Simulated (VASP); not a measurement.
# AlN (F-43m) in VASP: single point with HSE06

Aim: the single point of AlN with HSE06.

Everything below comes from runs of VASP 6.6.1. Logs are shortened: lines on timing, memory, paths and dates and some standing lists are left out, and cuts for length are marked.

### 1 The cell of the first run

It takes space group F-43m (No. 216, cubic). The conventional cell has a = 4.423 Å, b = 4.423 Å, c = 4.423 Å, α = 90.00°, β = 90.00°, γ = 90.00°. Al (site symmetry -43m) has 4 N at 1.92 Å within 2.5 Å. N (site symmetry -43m) has 4 Al at 1.92 Å within 2.5 Å.

### 2 Single point, HSE06 (strain +1.2%)

Input file POSCAR:

```
AlN
1.0
    0.0000000000      2.2115319131      2.2115319131
    2.2115319131      0.0000000000      2.2115319131
    2.2115319131      2.2115319131      0.0000000000
Al N
1 1
Direct
    0.0000000000      0.0000000000      0.0000000000
    0.2500000000      0.2500000000      0.2500000000
```

Input file INCAR.step1:

```
SYSTEM = AlN
PREC     = Accurate       ! precision mode
ENCUT    = 520            ! plane-wave cutoff, eV
EDIFF    = 1E-5           ! SCF threshold, eV
ISMEAR   = 0              ! smearing method
SIGMA    = 0.01           ! smearing width, eV
LREAL    = .FALSE.        ! projectors in reciprocal space
LASPH    = .TRUE.         ! aspherical terms in the spheres
NELM     = 80             ! most SCF steps
ALGO     = Normal         ! electronic algorithm
ISIF     = 2              ! what is computed and relaxed
LWAVE    = .TRUE.         ! write WAVECAR
LCHARG   = .FALSE.        ! write CHGCAR
GGA      = PE             ! functional
NBANDS   = 11             ! bands
```

Input file INCAR.step2:

```
SYSTEM = AlN
PREC     = Accurate       ! precision mode
ENCUT    = 520            ! plane-wave cutoff, eV
EDIFF    = 1E-6           ! SCF threshold, eV
ISMEAR   = 0              ! smearing method
SIGMA    = 0.01           ! smearing width, eV
LREAL    = .FALSE.        ! projectors in reciprocal space
LASPH    = .TRUE.         ! aspherical terms in the spheres
NELM     = 80             ! most SCF steps
ALGO     = Normal         ! electronic algorithm
ISIF     = 2              ! what is computed and relaxed
LWAVE    = .FALSE.        ! write WAVECAR
LCHARG   = .FALSE.        ! write CHGCAR
GGA      = PE             ! functional
LHFCALC  = .TRUE.         ! exact exchange
HFSCREEN = 0.2079         ! screening, 1/A
PRECFOCK = Normal       
ISTART   = 1            
NBANDS   = 11             ! bands
```

Input file KPOINTS:

```
regular mesh
0
G
  8 8 8
  0 0 0
```

Potentials or basis: VASP PAW PBE potentials, release 64 (Al, N).

The run is started by

```sh
$ cat potpaw_PBE.64/Al/POTCAR potpaw_PBE.64/N/POTCAR > POTCAR
$ cp INCAR.step1 INCAR
$ mpirun -np 1 vasp_std > vasp.out
$ cp INCAR.step2 INCAR
$ mpirun -np 1 vasp_std > vasp.out
```

OUTCAR:

```text
SYSTEM = AlN
   PREC = Accurate
   ENCUT = 520
   EDIFF = 1E-6
   ISMEAR = 0
   LREAL = .FALSE.
   LASPH = .TRUE.
   NELM = 80
   ISIF = 2
   GGA = PE
   LHFCALC = .TRUE.
   HFSCREEN = 0.2079
   PRECFOCK = Normal
   ISTART = 1

 ion  position               nearest neighbor table
   1  0.000  0.000  0.000-   2 1.92   2 1.92   2 1.92   2 1.92
   2  0.250  0.250  0.250-   1 1.92   1 1.92   1 1.92   1 1.92

  LATTYP: Found a face centered cubic cell.
 ALAT       =     4.4230638262

  Lattice vectors:

 A1 = (   0.0000000000,   2.2115319131,   2.2115319131)
 A2 = (   2.2115319131,   0.0000000000,   2.2115319131)
 A3 = (   2.2115319131,   2.2115319131,   0.0000000000)

Analysis of symmetry for initial positions (statically):
=====================================================================
 Subroutine PRICEL returns:
 Original cell was already a primitive cell.

 Routine SETGRP: Setting up the symmetry group for a
 face centered cubic supercell.

 Subroutine GETGRP returns: Found 24 space group operations
 (whereof 24 operations were pure point group operations)
 out of a pool of 48 trial point group operations.

The static configuration has the point symmetry T_d .

Analysis of symmetry for dynamics (positions and initial velocities):
=====================================================================
 Subroutine PRICEL returns:
 Original cell was already a primitive cell.

 Routine SETGRP: Setting up the symmetry group for a
 face centered cubic supercell.

 Subroutine GETGRP returns: Found 24 space group operations
 (whereof 24 operations were pure point group operations)
 out of a pool of 48 trial point group operations.

The dynamic configuration has the point symmetry T_d .

 Subroutine INISYM returns: Found 24 space group operations
 (whereof 24 operations are pure point group operations),
 and found     1 'primitive' translations

----------------------------------------------------------------------------------------

                                     Primitive cell

  volume of cell :      21.6326

  direct lattice vectors                    reciprocal lattice vectors
     0.000000000  2.211531913  2.211531913    -0.226087626  0.226087626  0.226087626
     2.211531913  0.000000000  2.211531913     0.226087626 -0.226087626  0.226087626
     2.211531913  2.211531913  0.000000000     0.226087626  0.226087626 -0.226087626

  length of vectors
     3.127578425  3.127578425  3.127578425     0.391595255  0.391595255  0.391595255

  position of ions in fractional coordinates (direct lattice)
     0.000000000  0.000000000  0.000000000
     0.250000000  0.250000000  0.250000000

  ion indices of the primitive-cell ions
   primitive index   ion index
                 1           1
                 2           2

----------------------------------------------------------------------------------------

 KPOINTS: regular mesh

Automatic generation of k-mesh.
 Grid dimensions read from file:
 generate k-points for:    8    8    8

 Generating k-lattice:

  Cartesian coordinates                     Fractional coordinates (reciprocal lattice)
    -0.028260953  0.028260953  0.028260953     0.125000000  0.000000000  0.000000000
     0.028260953 -0.028260953  0.028260953     0.000000000  0.125000000  0.000000000
     0.028260953  0.028260953 -0.028260953     0.000000000  0.000000000  0.125000000

  Length of vectors
     0.048949407  0.048949407  0.048949407

  Shift w.r.t. Gamma in fractional coordinates (k-lattice)
     0.000000000  0.000000000  0.000000000

 Subroutine IBZKPT returns following result:
 ===========================================

 Found     29 irreducible k-points:

 Following reciprocal coordinates:
            Coordinates               Weight
  0.000000  0.000000  0.000000      1.000000
  0.125000  0.000000  0.000000      8.000000
  0.250000  0.000000  0.000000      8.000000
  0.375000  0.000000  0.000000      8.000000
  0.500000  0.000000  0.000000      4.000000
  0.125000  0.125000  0.000000      6.000000
[... 16 lines left out ...]
  0.500000  0.250000  0.125000     48.000000
 -0.375000  0.250000  0.125000     24.000000
 [... further k-points ...]
   k-points           NKPTS =     29   k-points in BZ     NKDIM =    512   number of bands    NBANDS=     11
   number of dos      NEDOS =    301   number of ions     NIONS =      2
   total plane-waves  NPLWV =  13824
   dimension x,y,z NGX =    24 NGY =   24 NGZ =   24
   dimension x,y,z NGXF=    48 NGYF=   48 NGZF=   48
   ions per type =               1   1
   NGX,Y,Z   is equivalent  to a cutoff of  12.76, 12.76, 12.76 a.u.
   NGXF,Y,Z  is equivalent  to a cutoff of  25.51, 25.51, 25.51 a.u.
 SYSTEM =  AlN
   PREC   = accura    normal or accurate (medium, high low for compatibility)
   ISTART =      1    job   : 0-new  1-cont  2-samecut
   ICHARG =      0    charge: 1-file 2-atom 10-const
   ISPIN  =      1    spin polarized calculation?
   LNONCOLLINEAR =      F non collinear calculations
   LSORBIT =      F    spin-orbit coupling
   LASPH  =      T    aspherical Exc in radial PAW
   ENCUT  =  520.0 eV  38.22 Ry    6.18 a.u.   5.82  5.82  5.82*2*pi/ulx,y,z
   NELM   =     80;   NELMIN=  2; NELMDL=  0     # of ELM steps
   EDIFF  = 0.1E-05   stopping-criterion for ELM
   LREAL  =      F    real-space projection
   EDIFFG = 0.1E-04   stopping-criterion for IOM
   NSW    =      0    number of steps for IOM
   IBRION =     -1    ionic relax: 0-MD 1-quasi-New 2-CG
   NFREE  =      0    steps in history (QN), initial steepest desc. (CG)
   ISIF   =      2    stress and relaxation
   ISYM   =      3    0-nonsym 1-usesym 2-fastsym
   POTIM  = 0.5000    time-step for ionic-motion
   TEBEG  =    0.0;   TEEND  =   0.0 temperature during run
   PSTRESS=    0.0 pullay stress
   NELECT =       8.0000    total number of electrons
   NUPDOWN=      -1.0000    fix difference up-down
   EMIN   =  10.00;   EMAX   =-10.00  energy-range for DOS
   EFERMI =   0.00;   METHOD = LEGACY
   ISMEAR =     0;   SIGMA  =   0.01  broadening in eV -4-tet -1-fermi 0-gaus
   EFERMI_NEDOS =   21; number of points for ismear=-14 and -15
   IALGO  =     38    algorithm
   IMIX   =      1    mixing-type and parameters
     AMIX     =   0.40;   BMIX     =  1.00
     AMIX_MAG =   1.60;   BMIX_MAG =  1.00
  volume/ion in A,a.u.               =      10.82        72.99
  Fermi-wavevector in a.u.,A,eV,Ry     =   1.175082  2.220584 18.787175  1.380818
  Thomas-Fermi vector in A             =   2.311469
   LORBIT       =      0    0 simple, 1 ext, 2 COOP (PROOUT), +10 PAW based schemes
   GGA     = PE    functional components
   LHFCALC =     T    Hartree Fock is set to
   PRECFOCK=normal    Normal, Fast or Accurate (Low or Medium for compatibility)
   ENCUT4O =  -1.0   cutoff for four orbital integrals eV
   NKREDX  =     1    reduce k-point grid by
   NKREDY  =     1    reduce k-point grid by
   NKREDZ  =     1    reduce k-point grid by
   AEXX    =    0.2500 exact exchange contribution
   HFSCREEN=    0.2079 screening length (either q_TF or 0.3 A-1)
   HFSCREENC=   0.2079 screening length for correlation (either q_TF or 0.3 A-1)
   ENCUTFOCK=  -1.0 apply spherical cutoff to Coloumb kernel
   IVDW    =     0    specifies the selected vdW correction
   LEPSILON=     F    determine dielectric tensor
   LRPA    =     F    only Hartree local field effects (RPA)
 non-spin polarized calculation
 Gauss-broadening in eV      SIGMA  =   0.01
  energy-cutoff  :      520.00
  volume of cell :       21.63
 maximum number of plane-waves:       604
  NGX = 18; NGY = 18; NGZ = 18

 number of electron       8.0000002 magnetization

 Free energy of the ion-electron system (eV)
  ---------------------------------------------------
  ext. energy  EPLUGINS =         0.00000000
  ---------------------------------------------------
  free energy    TOTEN  =       -17.37499156 eV

  energy without entropy =      -17.37499156  energy(sigma->0) =      -17.37499156

 E-fermi :   4.7531     XC(G=0):  -8.8876

 val. band max:        4.7107120085   @ k =   0.0000   0.0000   0.0000
 cond. band min:       9.2256115323   @ k =   0.5000   0.5000   0.0000
 fundamental gap:      4.5148995238
 Fermi energy:         4.7531066372

 k-point     1 :       0.0000    0.0000    0.0000
  band No.  band energies     occupation
      1     -11.5444      2.00000
      2       4.7107      2.00000
      3       4.7107      2.00000
      4       4.7107      2.00000
      5       9.8974      0.00000
      6      18.5572      0.00000
      7      18.5572      0.00000
      8      18.5572      0.00000
      9      23.9767      0.00000
     10      23.9767      0.00000
     11      25.2962      0.00000

 k-point     2 :       0.1250    0.0000    0.0000
  band No.  band energies     occupation
      1     -11.3117      2.00000
      2       3.4791      2.00000
      3       4.6240      2.00000
      4       4.6240      2.00000
      5      10.8830      0.00000
      6      17.9905      0.00000
      7      18.7484      0.00000
      8      18.7484      0.00000
      9      22.3686      0.00000
     10      22.3686      0.00000
     11      24.1592      0.00000

 k-point     3 :       0.2500    0.0000    0.0000
  band No.  band energies     occupation
      1     -10.6761      2.00000
      2       1.2604      2.00000
      3       4.4284      2.00000
      4       4.4284      2.00000
      5      12.2972      0.00000
      6      17.0276      0.00000
      7      18.3876      0.00000
      8      18.3876      0.00000
      9      22.4645      0.00000
     10      22.4645      0.00000
     11      23.3047      0.00000
[... 267 lines left out ...]
 k-point    23 :       0.5000    0.2500    0.1250
  band No.  band energies     occupation
      1      -9.4858      2.00000
      2      -0.1815      2.00000
      3       2.5084      2.00000
      4       3.7133      2.00000
      5      13.0725      0.00000
      6      15.6079      0.00000
      7      17.6148      0.00000
      8      19.0433      0.00000
      9      22.2274      0.00000
     10      25.9039      0.00000
     11      27.9265      0.00000

 k-point    24 :      -0.3750    0.2500    0.1250
  band No.  band energies     occupation
      1      -9.1523      2.00000
      2      -0.7182      2.00000
      3       2.3438      2.00000
      4       3.5177      2.00000
      5      13.1528      0.00000
      6      15.1971      0.00000
      7      18.3463      0.00000
      8      18.8286      0.00000
      9      23.3177      0.00000
     10      25.0220      0.00000
     11      28.1945      0.00000

 [... further k-points ...]

------------------------ aborting loop because EDIFF is reached ----------------------------------------

  FORCE on cell =-STRESS in cart. coord.  units (eV):
  Direction    XX          YY          ZZ          XY          YZ          ZX
  --------------------------------------------------------------------------------------
  -------------------------------------------------------------------------------------
  Total       -1.0717293     -1.0717293     -1.0717293      0.0000000      0.0000000      0.0000000
  in kB      -79.3754273    -79.3754273    -79.3754273      0.0000000      0.0000000      0.0000000
  external PRESSURE =     -79.3754273 kB  Pullay stress =       0.0000000 kB

 VOLUME and BASIS-vectors are now :
 -----------------------------------------------------------------------------
  energy-cutoff  :      520.00
  volume of cell :       21.63
      direct lattice vectors                 reciprocal lattice vectors
     0.000000000  2.211531913  2.211531913    -0.226087626  0.226087626  0.226087626
     2.211531913  0.000000000  2.211531913     0.226087626 -0.226087626  0.226087626
     2.211531913  2.211531913  0.000000000     0.226087626  0.226087626 -0.226087626

 POSITION                                       TOTAL-FORCE (eV/Angst)
 -----------------------------------------------------------------------------------
      0.00000      0.00000      0.00000         0.000000      0.000000      0.000000
      1.10577      1.10577      1.10577        -0.000000     -0.000000     -0.000000
 -----------------------------------------------------------------------------------
    total drift:                               -0.000000     -0.000000     -0.000000

  FREE ENERGIE OF THE ION-ELECTRON SYSTEM (eV)
  ---------------------------------------------------
  free  energy   TOTEN  =       -17.3749915636 eV

  energy  without entropy=      -17.3749915636  energy(sigma->0) =      -17.37499156
```

Wall time 28 min (1 thread of Intel Xeon Platinum 8259CL at 2.50GHz (Skylake/Cascade Lake), shared host); peak memory 0.25 GiB.

Results:

```
Free energy            : -17.3750 eV
Pressure               : -7.9 GPa
Band gap on the k mesh : 4.51 eV (least direct gap 5.19 eV)
```

Caveat: the cell differs from its parent crystal (strain +1.2%); the cell stands under tension; the PAW data sets were made with another functional, which shifts forces and pressure a little.
